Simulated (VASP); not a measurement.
# KTaO3 (P4/mmm) in VASP: single point with PBEsol

Aim: the single point of KTaO3 with PBEsol.

Everything below comes from runs of VASP 6.6.1. Logs are shortened: lines on timing, memory, paths and dates and some standing lists are left out, and cuts for length are marked.

## Step 1: The cell of the first run

The structure is tetragonal, space group P4/mmm (No. 123). Conventional cell: a = 3.926 Å, b = 3.926 Å, c = 4.006 Å, α = 90.00°, β = 90.00°, γ = 90.00°. Within 3.7 Å of K (site symmetry 4/mmm) lie 12 O at 2.78 to 2.80 Å and 8 Ta at 3.42 Å. Within 2.6 Å of Ta (site symmetry 4/mmm) lie 6 O at 1.96 to 2.00 Å. O (site symmetry mmm) has 2 Ta at 1.96 Å within 2.6 Å. Within 2.9 Å of O (site symmetry 4/mmm) lie 2 Ta at 2.00 Å and 4 K at 2.78 Å and 8 O at 2.80 Å.

## Step 2: Single point, PBEsol (biaxial strain in the a-b plane: -1.5 %, then relaxed in part)

Contents of INCAR:

```
PREC     = Accurate       # precision mode
ENCUT    = 700            # plane-wave cutoff, eV
EDIFF    = 1E-6           # SCF threshold, eV
ISMEAR   = 0              # smearing method
SIGMA    = 0.02           # smearing width, eV
LREAL    = F              # projectors in reciprocal space
LASPH    = T              # aspherical terms in the spheres
NELM     = 120            # most SCF steps
ALGO     = Normal         # electronic algorithm
ISIF     = 2              # what is computed and relaxed
LWAVE    = F              # write WAVECAR
LCHARG   = F              # write CHGCAR
GGA      = PS             # functional
NBANDS   = 28             # bands
GGA_COMPAT= F
```

Contents of KPOINTS:

```
Automatic mesh
0
Gamma
  8 8 8
```

Contents of POSCAR:

```
KTaO3
1.0
    3.9258277923      0.0000000000      0.0000000000
    0.0000000000      3.9258277923      0.0000000000
    0.0000000000      0.0000000000      4.0064599175
K Ta O
1 1 3
Direct
    0.5000000000      0.5000000000      0.5000000000
    0.0000000000      0.0000000000      0.0000000000
    0.0000000000      0.5000000000      0.0000000000
    0.0000000000      0.0000000000      0.5000000000
    0.5000000000      0.0000000000      0.0000000000
```

Potentials or basis: VASP PAW PBE potentials, release 64 (K_sv, Ta_sv_GW, O).

Started as:

```console
> cat potpaw_PBE.64/K_sv/POTCAR potpaw_PBE.64/Ta_sv_GW/POTCAR potpaw_PBE.64/O/POTCAR > POTCAR
> mpirun -np 1 vasp_std > vasp.out
```

OUTCAR:

```text
PREC = Accurate
   ENCUT = 700
   EDIFF = 1E-6
   ISMEAR = 0
   LREAL = F
   LASPH = T
   NELM = 120
   ISIF = 2
   GGA = PS

 ion  position               nearest neighbor table
   1  0.500  0.500  0.500-   4 2.78   4 2.78   4 2.78   4 2.78   5 2.80   3 2.80   5 2.80   5 2.80
                             3 2.80   5 2.80   3 2.80   3 2.80   2 3.42   2 3.42   2 3.42   2 3.42
   2  0.000  0.000  0.000-   3 1.96   5 1.96   3 1.96   5 1.96   4 2.00   4 2.00   1 3.42   1 3.42
                             1 3.42   1 3.42   1 3.42   1 3.42   1 3.42   1 3.42
   3  0.000  0.500  0.000-   2 1.96   2 1.96   1 2.80   1 2.80   1 2.80   1 2.80
   4  0.000  0.000  0.500-   2 2.00   2 2.00   1 2.78   1 2.78   1 2.78   1 2.78
   5  0.500  0.000  0.000-   2 1.96   2 1.96   1 2.80   1 2.80   1 2.80   1 2.80

  LATTYP: Found a simple tetragonal cell.
 ALAT       =     3.9258277923
 C/A-ratio  =     1.0205388849

  Lattice vectors:

 A1 = (   3.9258277923,   0.0000000000,   0.0000000000)
 A2 = (   0.0000000000,   3.9258277923,   0.0000000000)
 A3 = (   0.0000000000,   0.0000000000,   4.0064599175)

Analysis of symmetry for initial positions (statically):
=====================================================================
 Subroutine PRICEL returns:
 Original cell was already a primitive cell.

 Routine SETGRP: Setting up the symmetry group for a
 simple tetragonal supercell.

 Subroutine GETGRP returns: Found 16 space group operations
 (whereof 16 operations were pure point group operations)
 out of a pool of 16 trial point group operations.

The static configuration has the point symmetry D_4h.

Analysis of symmetry for dynamics (positions and initial velocities):
=====================================================================
 Subroutine PRICEL returns:
 Original cell was already a primitive cell.

 Routine SETGRP: Setting up the symmetry group for a
 simple tetragonal supercell.

 Subroutine GETGRP returns: Found 16 space group operations
 (whereof 16 operations were pure point group operations)
 out of a pool of 16 trial point group operations.

The dynamic configuration has the point symmetry D_4h.

 Subroutine INISYM returns: Found 16 space group operations
 (whereof 16 operations are pure point group operations),
 and found     1 'primitive' translations

----------------------------------------------------------------------------------------

                                     Primitive cell

  volume of cell :      61.7481

  direct lattice vectors                    reciprocal lattice vectors
     3.925827792  0.000000000  0.000000000     0.254723348  0.000000000  0.000000000
     0.000000000  3.925827792  0.000000000     0.000000000  0.254723348  0.000000000
     0.000000000  0.000000000  4.006459917     0.000000000  0.000000000  0.249596906

  length of vectors
     3.925827792  3.925827792  4.006459917     0.254723348  0.254723348  0.249596906

  position of ions in fractional coordinates (direct lattice)
     0.500000000  0.500000000  0.500000000
     0.000000000  0.000000000  0.000000000
     0.000000000  0.500000000  0.000000000
     0.000000000  0.000000000  0.500000000
     0.500000000  0.000000000  0.000000000

  ion indices of the primitive-cell ions
   primitive index   ion index
                 1           1
                 2           2
                 3           3
                 4           4
                 5           5

----------------------------------------------------------------------------------------

 KPOINTS: Automatic mesh

Automatic generation of k-mesh.
 Grid dimensions read from file:
 generate k-points for:    8    8    8

 Generating k-lattice:

  Cartesian coordinates                     Fractional coordinates (reciprocal lattice)
     0.031840419  0.000000000  0.000000000     0.125000000  0.000000000  0.000000000
     0.000000000  0.031840419  0.000000000     0.000000000  0.125000000  0.000000000
     0.000000000  0.000000000  0.031199613     0.000000000  0.000000000  0.125000000

  Length of vectors
     0.031840419  0.031840419  0.031199613

  Shift w.r.t. Gamma in fractional coordinates (k-lattice)
     0.000000000  0.000000000  0.000000000

 Subroutine IBZKPT returns following result:
 ===========================================

 Found     75 irreducible k-points:

 Following reciprocal coordinates:
            Coordinates               Weight
  0.000000  0.000000  0.000000      1.000000
  0.125000  0.000000  0.000000      4.000000
  0.250000  0.000000  0.000000      4.000000
  0.375000  0.000000  0.000000      4.000000
  0.500000  0.000000  0.000000      2.000000
  0.125000  0.125000  0.000000      4.000000
[... 16 lines left out ...]
  0.375000  0.125000  0.125000     16.000000
  0.500000  0.125000  0.125000      8.000000
 [... further k-points ...]
   k-points           NKPTS =     75   k-points in BZ     NKDIM =     75   number of bands    NBANDS=     28
   number of dos      NEDOS =    301   number of ions     NIONS =      5
   total plane-waves  NPLWV =  46656
   dimension x,y,z NGX =    36 NGY =   36 NGZ =   36
   dimension x,y,z NGXF=    72 NGYF=   72 NGZF=   72
   ions per type =               1   1   3
   NGX,Y,Z   is equivalent  to a cutoff of  15.24, 15.24, 14.94 a.u.
   NGXF,Y,Z  is equivalent  to a cutoff of  30.49, 30.49, 29.88 a.u.
 SYSTEM =  unknown system
   PREC   = accura    normal or accurate (medium, high low for compatibility)
   ISTART =      0    job   : 0-new  1-cont  2-samecut
   ICHARG =      2    charge: 1-file 2-atom 10-const
   ISPIN  =      1    spin polarized calculation?
   LNONCOLLINEAR =      F non collinear calculations
   LSORBIT =      F    spin-orbit coupling
   LASPH  =      T    aspherical Exc in radial PAW
   ENCUT  =  700.0 eV  51.45 Ry    7.17 a.u.   8.47  8.47  8.64*2*pi/ulx,y,z
   NELM   =    120;   NELMIN=  2; NELMDL= -5     # of ELM steps
   EDIFF  = 0.1E-05   stopping-criterion for ELM
   LREAL  =      F    real-space projection
   EDIFFG = 0.1E-04   stopping-criterion for IOM
   NSW    =      0    number of steps for IOM
   IBRION =     -1    ionic relax: 0-MD 1-quasi-New 2-CG
   NFREE  =      0    steps in history (QN), initial steepest desc. (CG)
   ISIF   =      2    stress and relaxation
   ISYM   =      2    0-nonsym 1-usesym 2-fastsym
   POTIM  = 0.5000    time-step for ionic-motion
   TEBEG  =    0.0;   TEEND  =   0.0 temperature during run
   PSTRESS=    0.0 pullay stress
   NELECT =      40.0000    total number of electrons
   NUPDOWN=      -1.0000    fix difference up-down
   EMIN   =  10.00;   EMAX   =-10.00  energy-range for DOS
   EFERMI =   0.00;   METHOD = LEGACY
   ISMEAR =     0;   SIGMA  =   0.02  broadening in eV -4-tet -1-fermi 0-gaus
   EFERMI_NEDOS =   21; number of points for ismear=-14 and -15
   IALGO  =     38    algorithm
   IMIX   =      4    mixing-type and parameters
     AMIX     =   0.40;   BMIX     =  1.00
     AMIX_MAG =   1.60;   BMIX_MAG =  1.00
  volume/ion in A,a.u.               =      12.35        83.34
  Fermi-wavevector in a.u.,A,eV,Ry     =   1.416512  2.676820 27.300192  2.006508
  Thomas-Fermi vector in A             =   2.537839
   LORBIT       =      0    0 simple, 1 ext, 2 COOP (PROOUT), +10 PAW based schemes
   GGA     = PS    functional components
   LHFCALC =     F    Hartree Fock is set to
   AEXX    =    0.0000 exact exchange contribution
   IVDW    =     0    specifies the selected vdW correction
   LEPSILON=     F    determine dielectric tensor
   LRPA    =     F    only Hartree local field effects (RPA)
 non-spin polarized calculation
 Gauss-broadening in eV      SIGMA  =   0.02
  energy-cutoff  :      700.00
  volume of cell :       61.75
 maximum number of plane-waves:      2618
 NGX is ok and might be reduce to    36
   NGX = 17   NGY = 17   NGZ = 17

 number of electron      40.0000006 magnetization

 Free energy of the ion-electron system (eV)
  ---------------------------------------------------
  ext. energy  EPLUGINS =         0.00000000
  ---------------------------------------------------
  free energy    TOTEN  =       -45.46783150 eV

  energy without entropy =      -45.46783150  energy(sigma->0) =      -45.46783150

 E-fermi :   3.5406     XC(G=0): -11.4066

 val. band max:        3.3050418432   @ k =   0.5000   0.5000   0.5000
 cond. band min:       5.4626674599   @ k =   0.0000   0.0000   0.0000
 fundamental gap:      2.1576256167
 Fermi energy:         3.5406040696

 k-point     1 :       0.0000    0.0000    0.0000
  band No.  band energies     occupation
      1     -64.0594      2.00000
      2     -30.5806      2.00000
      3     -30.5806      2.00000
      4     -30.5404      2.00000
      5     -23.7912      2.00000
      6     -14.2993      2.00000
[... 20 lines left out ...]
     27      11.1579      0.00000
     28      11.2690      0.00000

 k-point     2 :       0.1250    0.0000    0.0000
  band No.  band energies     occupation
      1     -64.0594      2.00000
      2     -30.5977      2.00000
      3     -30.5799      2.00000
      4     -30.5397      2.00000
      5     -23.7859      2.00000
      6     -14.2362      2.00000
[... 20 lines left out ...]
     27      11.4300      0.00000
     28      11.5268      0.00000

 k-point     3 :       0.2500    0.0000    0.0000
  band No.  band energies     occupation
      1     -64.0591      2.00000
      2     -30.6386      2.00000
      3     -30.5783      2.00000
      4     -30.5380      2.00000
      5     -23.7731      2.00000
      6     -14.1645      2.00000
[... 20 lines left out ...]
     27      12.0042      0.00000
     28      12.7243      0.00000

 k-point     4 :       0.3750    0.0000    0.0000
  band No.  band energies     occupation
      1     -64.0588      2.00000
      2     -30.6789      2.00000
      3     -30.5767      2.00000
      4     -30.5364      2.00000
      5     -23.7604      2.00000
      6     -14.1575      2.00000
[... 578 lines left out ...]
     27      12.3719      0.00000
     28      13.0361      0.00000

 k-point    23 :       0.3750    0.1250    0.1250
  band No.  band energies     occupation
      1     -64.0586      2.00000
      2     -30.6773      2.00000
      3     -30.5931      2.00000
      4     -30.5487      2.00000
      5     -23.7550      2.00000
      6     -13.9569      2.00000
[... 20 lines left out ...]
     27      12.8825      0.00000
     28      14.0468      0.00000

 k-point    24 :       0.5000    0.1250    0.1250
  band No.  band energies     occupation
      1     -64.0585      2.00000
      2     -30.6938      2.00000
      3     -30.5924      2.00000
      4     -30.5480      2.00000
      5     -23.7504      2.00000
      6     -13.9563      2.00000
[... 20 lines left out ...]
     27      13.1230      0.00000
     28      14.0558      0.00000

 [... further k-points ...]

------------------------ aborting loop because EDIFF is reached ----------------------------------------

  FORCE on cell =-STRESS in cart. coord.  units (eV):
  Direction    XX          YY          ZZ          XY          YZ          ZX
  --------------------------------------------------------------------------------------
  -------------------------------------------------------------------------------------
  Total        3.2733830      3.2733830      0.0661705      0.0000000      0.0000000      0.0000000
  in kB       84.9344966     84.9344966      1.7169271      0.0000000      0.0000000      0.0000000
  external PRESSURE =      57.1953068 kB  Pullay stress =       0.0000000 kB

 VOLUME and BASIS-vectors are now :
 -----------------------------------------------------------------------------
  energy-cutoff  :      700.00
  volume of cell :       61.75
      direct lattice vectors                 reciprocal lattice vectors
     3.925827792  0.000000000  0.000000000     0.254723348  0.000000000  0.000000000
     0.000000000  3.925827792  0.000000000     0.000000000  0.254723348  0.000000000
     0.000000000  0.000000000  4.006459917     0.000000000  0.000000000  0.249596906

 POSITION                                       TOTAL-FORCE (eV/Angst)
 -----------------------------------------------------------------------------------
      1.96291      1.96291      2.00323         0.000000      0.000000      0.000000
      0.00000      0.00000      0.00000         0.000000      0.000000      0.000000
      0.00000      1.96291      0.00000         0.000000      0.000000      0.000000
      0.00000      0.00000      2.00323         0.000000      0.000000      0.000000
      1.96291      0.00000      0.00000         0.000000      0.000000      0.000000
 -----------------------------------------------------------------------------------
    total drift:                                0.000000      0.000000     -0.000000

  FREE ENERGIE OF THE ION-ELECTRON SYSTEM (eV)
  ---------------------------------------------------
  free  energy   TOTEN  =       -45.4678315006 eV

  energy  without entropy=      -45.4678315006  energy(sigma->0) =      -45.46783150
```

Wall time 2.7 min (1 thread of Intel Xeon Platinum 8488C (Sapphire Rapids), shared host); peak memory 0.35 GiB.

Results:

* Free energy: -45.4678 eV
* Pressure: 5.7 GPa
* Band gap on the k mesh: 2.16 eV (least direct gap 2.76 eV)

Caveat: the cell differs from its parent crystal (biaxial strain in the a-b plane: -1.5 %, then relaxed in part); the stress differs along the axes, from 0 to 8 GPa; the PAW data sets were made with another functional, which shifts forces and pressure a little; spin-orbit coupling is left out, which moves the levels of the heavy elements. A k mesh can miss the band edges.
